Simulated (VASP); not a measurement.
# Sr (Pm-3m) in VASP: further runs

Sr is run at these levels: PBE; tasks: single point, relaxation of cell and atoms.

All numbers are computed with VASP 6.6.1; they aren't measurements. Logs are shortened: lines on timing, memory, paths and dates and some standing lists are left out, and cuts for length are marked.

### 1 The cell of the first run

The structure is cubic, space group Pm-3m (No. 221). Conventional cell: a = 3.873 Å, b = 3.873 Å, c = 3.873 Å, α = 90.00°, β = 90.00°, γ = 90.00°. Within 5.1 Å of Sr (site symmetry m-3m) lie 6 Sr at 3.87 Å.

### 2 Single point, PBE

The input, INCAR:

```
SYSTEM = Sr
ALGO = Normal
EDIFF = 1E-6
ENCUT = 520
GGA = PE
ISIF = 2
ISMEAR = -1
LASPH = .TRUE.
LCHARG = .FALSE.
LREAL = .FALSE.
LWAVE = .FALSE.
NBANDS = 11
NELM = 100
PREC = Accurate
SIGMA = 0.1
```

The input, KPOINTS:

```
k-points
0
G
  8 8 8
  0 0 0
```

The input, POSCAR:

```
Sr
1.0
    3.8729437478      0.0000000000      0.0000000000
    0.0000000000      3.8729437478      0.0000000000
    0.0000000000      0.0000000000      3.8729437478
Sr
1
Direct
    0.0000000000      0.0000000000      0.0000000000
```

Potentials or basis: VASP PAW PBE potentials, release 64 (Sr_sv).

Command:

```console
$ cat potpaw_PBE.64/Sr_sv/POTCAR > POTCAR
$ mpirun -np 1 vasp_std > vasp.out
```

OUTCAR:

```text
SYSTEM = Sr
   EDIFF = 1E-6
   ENCUT = 520
   GGA = PE
   ISIF = 2
   ISMEAR = -1
   LASPH = .TRUE.
   LREAL = .FALSE.
   NELM = 100
   PREC = Accurate

 ion  position               nearest neighbor table
   1  0.000  0.000  0.000-

  LATTYP: Found a simple cubic cell.
 ALAT       =     3.8729437478

  Lattice vectors:

 A1 = (   3.8729437478,   0.0000000000,   0.0000000000)
 A2 = (   0.0000000000,   3.8729437478,   0.0000000000)
 A3 = (   0.0000000000,   0.0000000000,   3.8729437478)

Analysis of symmetry for initial positions (statically):
=====================================================================
 Subroutine PRICEL returns:
 Original cell was already a primitive cell.

 Routine SETGRP: Setting up the symmetry group for a
 simple cubic supercell.

 Subroutine GETGRP returns: Found 48 space group operations
 (whereof 48 operations were pure point group operations)
 out of a pool of 48 trial point group operations.

The static configuration has the point symmetry O_h .

Analysis of symmetry for dynamics (positions and initial velocities):
=====================================================================
 Subroutine PRICEL returns:
 Original cell was already a primitive cell.

 Routine SETGRP: Setting up the symmetry group for a
 simple cubic supercell.

 Subroutine GETGRP returns: Found 48 space group operations
 (whereof 48 operations were pure point group operations)
 out of a pool of 48 trial point group operations.

The dynamic configuration has the point symmetry O_h .

 Subroutine INISYM returns: Found 48 space group operations
 (whereof 48 operations are pure point group operations),
 and found     1 'primitive' translations

----------------------------------------------------------------------------------------

                                     Primitive cell

  volume of cell :      58.0930

  direct lattice vectors                    reciprocal lattice vectors
     3.872943748  0.000000000  0.000000000     0.258201530  0.000000000  0.000000000
     0.000000000  3.872943748  0.000000000     0.000000000  0.258201530  0.000000000
     0.000000000  0.000000000  3.872943748     0.000000000  0.000000000  0.258201530

  length of vectors
     3.872943748  3.872943748  3.872943748     0.258201530  0.258201530  0.258201530

  position of ions in fractional coordinates (direct lattice)
     0.000000000  0.000000000  0.000000000

  ion indices of the primitive-cell ions
   primitive index   ion index
                 1           1

----------------------------------------------------------------------------------------

 KPOINTS: k-points

Automatic generation of k-mesh.
 Grid dimensions read from file:
 generate k-points for:    8    8    8

 Generating k-lattice:

  Cartesian coordinates                     Fractional coordinates (reciprocal lattice)
     0.032275191  0.000000000  0.000000000     0.125000000  0.000000000  0.000000000
     0.000000000  0.032275191  0.000000000     0.000000000  0.125000000  0.000000000
     0.000000000  0.000000000  0.032275191     0.000000000  0.000000000  0.125000000

  Length of vectors
     0.032275191  0.032275191  0.032275191

  Shift w.r.t. Gamma in fractional coordinates (k-lattice)
     0.000000000  0.000000000  0.000000000

 Subroutine IBZKPT returns following result:
 ===========================================

 Found     35 irreducible k-points:

 Following reciprocal coordinates:
            Coordinates               Weight
  0.000000  0.000000  0.000000      1.000000
  0.125000  0.000000  0.000000      6.000000
  0.250000  0.000000  0.000000      6.000000
  0.375000  0.000000  0.000000      6.000000
  0.500000  0.000000  0.000000      3.000000
  0.125000  0.125000  0.000000     12.000000
[... 16 lines left out ...]
  0.375000  0.375000  0.125000     24.000000
  0.500000  0.375000  0.125000     24.000000
 [... further k-points ...]
   k-points           NKPTS =     35   k-points in BZ     NKDIM =     35   number of bands    NBANDS=     11
   number of dos      NEDOS =    301   number of ions     NIONS =      1
   total plane-waves  NPLWV =  27000
   dimension x,y,z NGX =    30 NGY =   30 NGZ =   30
   dimension x,y,z NGXF=    60 NGYF=   60 NGZF=   60
   ions per type =               1
   NGX,Y,Z   is equivalent  to a cutoff of  12.88, 12.88, 12.88 a.u.
   NGXF,Y,Z  is equivalent  to a cutoff of  25.75, 25.75, 25.75 a.u.
 SYSTEM =  Sr
   PREC   = accura    normal or accurate (medium, high low for compatibility)
   ISTART =      0    job   : 0-new  1-cont  2-samecut
   ICHARG =      2    charge: 1-file 2-atom 10-const
   ISPIN  =      1    spin polarized calculation?
   LNONCOLLINEAR =      F non collinear calculations
   LSORBIT =      F    spin-orbit coupling
   LASPH  =      T    aspherical Exc in radial PAW
   ENCUT  =  520.0 eV  38.22 Ry    6.18 a.u.   7.20  7.20  7.20*2*pi/ulx,y,z
   NELM   =    100;   NELMIN=  2; NELMDL= -5     # of ELM steps
   EDIFF  = 0.1E-05   stopping-criterion for ELM
   LREAL  =      F    real-space projection
   EDIFFG = 0.1E-04   stopping-criterion for IOM
   NSW    =      0    number of steps for IOM
   IBRION =     -1    ionic relax: 0-MD 1-quasi-New 2-CG
   NFREE  =      0    steps in history (QN), initial steepest desc. (CG)
   ISIF   =      2    stress and relaxation
   ISYM   =      2    0-nonsym 1-usesym 2-fastsym
   POTIM  = 0.5000    time-step for ionic-motion
   TEBEG  =    0.0;   TEEND  =   0.0 temperature during run
   PSTRESS=    0.0 pullay stress
   NELECT =      10.0000    total number of electrons
   NUPDOWN=      -1.0000    fix difference up-down
   EMIN   =  10.00;   EMAX   =-10.00  energy-range for DOS
   EFERMI =   0.00;   METHOD = LEGACY
   ISMEAR =    -1;   SIGMA  =   0.10  broadening in eV -4-tet -1-fermi 0-gaus
   EFERMI_NEDOS =   21; number of points for ismear=-14 and -15
   IALGO  =     38    algorithm
   IMIX   =      4    mixing-type and parameters
     AMIX     =   0.40;   BMIX     =  1.00
     AMIX_MAG =   1.60;   BMIX_MAG =  1.00
  volume/ion in A,a.u.               =      58.09       392.03
  Fermi-wavevector in a.u.,A,eV,Ry     =   0.910682  1.720940 11.283890  0.829343
  Thomas-Fermi vector in A             =   2.034873
   LORBIT       =      0    0 simple, 1 ext, 2 COOP (PROOUT), +10 PAW based schemes
   GGA     = PE    functional components
   LHFCALC =     F    Hartree Fock is set to
   AEXX    =    0.0000 exact exchange contribution
   IVDW    =     0    specifies the selected vdW correction
   LEPSILON=     F    determine dielectric tensor
   LRPA    =     F    only Hartree local field effects (RPA)
 non-spin polarized calculation
  energy-cutoff  :      520.00
  volume of cell :       58.09
 maximum number of plane-waves:      1596
 NGX is ok and might be reduce to    30
   NGX = 15   NGY = 15   NGZ = 15

 number of electron      10.0000000 magnetization

 Free energy of the ion-electron system (eV)
  ---------------------------------------------------
  ext. energy  EPLUGINS =         0.00000000
  ---------------------------------------------------
  free energy    TOTEN  =        -1.27511703 eV

  energy without entropy =       -1.23524867  energy(sigma->0) =       -1.25518285

 E-fermi :   1.2232     XC(G=0):  -7.1707

 val. band max:        1.1574601019   @ k =   0.5000   0.2500   0.2500
 cond. band min:       1.2319565078   @ k =   0.5000   0.3750   0.2500
 fundamental gap:      0.0744964059
 Fermi energy:         1.2232418928

 k-point     1 :       0.0000    0.0000    0.0000
  band No.  band energies     occupation
      1     -35.6019      2.00000
      2     -17.4592      2.00000
      3     -17.4592      2.00000
      4     -17.4592      2.00000
      5      -2.1220      2.00000
      6       1.9831      0.00100
      7       1.9831      0.00100
      8       6.1128      0.00000
      9       6.1128      0.00000
     10       6.1128      0.00000
     11       8.5253      0.00000

 k-point     2 :       0.1250    0.0000    0.0000
  band No.  band energies     occupation
      1     -35.5995      2.00000
      2     -17.4987      2.00000
      3     -17.4558      2.00000
      4     -17.4558      2.00000
      5      -1.9228      2.00000
      6       2.0537      0.00049
      7       2.0663      0.00044
      8       5.6837      0.00000
      9       5.6837      0.00000
     10       6.1391      0.00000
     11       7.6639      0.00000

 k-point     3 :       0.2500    0.0000    0.0000
  band No.  band energies     occupation
      1     -35.5936      2.00000
      2     -17.5925      2.00000
      3     -17.4478      2.00000
      4     -17.4478      2.00000
      5      -1.3682      2.00000
      6       2.0937      0.00033
      7       2.2375      0.00008
      8       4.9907      0.00000
      9       4.9907      0.00000
     10       6.2041      0.00000
     11       6.7738      0.00000

 k-point     4 :       0.3750    0.0000    0.0000
  band No.  band energies     occupation
      1     -35.5877      2.00000
      2     -17.6841      2.00000
      3     -17.4398      2.00000
      4     -17.4398      2.00000
      5      -0.5779      2.00000
      6       1.6268      0.03472
      7       2.4444      0.00001
      8       4.4915      0.00000
      9       4.4915      0.00000
     10       6.2711      0.00000
     11       6.8904      0.00000
[... 239 lines left out ...]
 k-point    22 :       0.5000    0.2500    0.1250
  band No.  band energies     occupation
      1     -35.5748      2.00000
      2     -17.7000      2.00000
      3     -17.5603      2.00000
      4     -17.4627      2.00000
      5       1.0317      1.74318
      6       1.1073      1.52245
      7       3.1807      0.00000
      8       3.3229      0.00000
      9       4.8662      0.00000
     10       4.9681      0.00000
     11       7.4058      0.00000

 k-point    23 :       0.3750    0.3750    0.1250
  band No.  band energies     occupation
      1     -35.5715      2.00000
      2     -17.6539      2.00000
      3     -17.6507      2.00000
      4     -17.4579      2.00000
      5       0.7364      1.98475
      6       1.9039      0.00221
      7       3.0230      0.00000
      8       3.5213      0.00000
      9       4.6878      0.00000
     10       4.8653      0.00000
     11       7.5812      0.00000

 k-point    24 :       0.5000    0.3750    0.1250
  band No.  band energies     occupation
      1     -35.5691      2.00000
      2     -17.6882      2.00000
      3     -17.6476      2.00000
      4     -17.4545      2.00000
      5       0.9698      1.85309
      6       1.8507      0.00376
      7       3.1128      0.00000
      8       3.3144      0.00000
      9       4.8463      0.00000
     10       5.0540      0.00000
     11       7.3378      0.00000

 [... further k-points ...]
[... 5 lines left out ...]
  --------------------------------------------------------------------------------------
  -------------------------------------------------------------------------------------
  Total        0.0030576      0.0030576      0.0030576      0.0000000      0.0000000     -0.0000000
  in kB        0.0843281      0.0843281      0.0843281      0.0000000      0.0000000     -0.0000000
  external PRESSURE =       0.0843281 kB  Pullay stress =       0.0000000 kB

 VOLUME and BASIS-vectors are now :
 -----------------------------------------------------------------------------
  energy-cutoff  :      520.00
  volume of cell :       58.09
      direct lattice vectors                 reciprocal lattice vectors
     3.872943748  0.000000000  0.000000000     0.258201530  0.000000000  0.000000000
     0.000000000  3.872943748  0.000000000     0.000000000  0.258201530  0.000000000
     0.000000000  0.000000000  3.872943748     0.000000000  0.000000000  0.258201530

 POSITION                                       TOTAL-FORCE (eV/Angst)
 -----------------------------------------------------------------------------------
      0.00000      0.00000      0.00000         0.000000      0.000000      0.000000
 -----------------------------------------------------------------------------------
    total drift:                               -0.000000     -0.000000     -0.000000

  FREE ENERGIE OF THE ION-ELECTRON SYSTEM (eV)
  ---------------------------------------------------
  free  energy   TOTEN  =        -1.2751170309 eV

  energy  without entropy=       -1.2352486713  energy(sigma->0) =       -1.25518285
```

It took 21 s on 1 thread of AMD EPYC 7R13 (Zen 3), shared host; peak memory 0.14 GiB.

Results:

```
Free energy            : -1.2751 eV
Pressure               : 0.0 GPa
Band gap on the k mesh : zero (band 5 reaches 1.82 eV, above the bottom of band 6 at 0.97 eV)
```

[end of part 1 of 2]
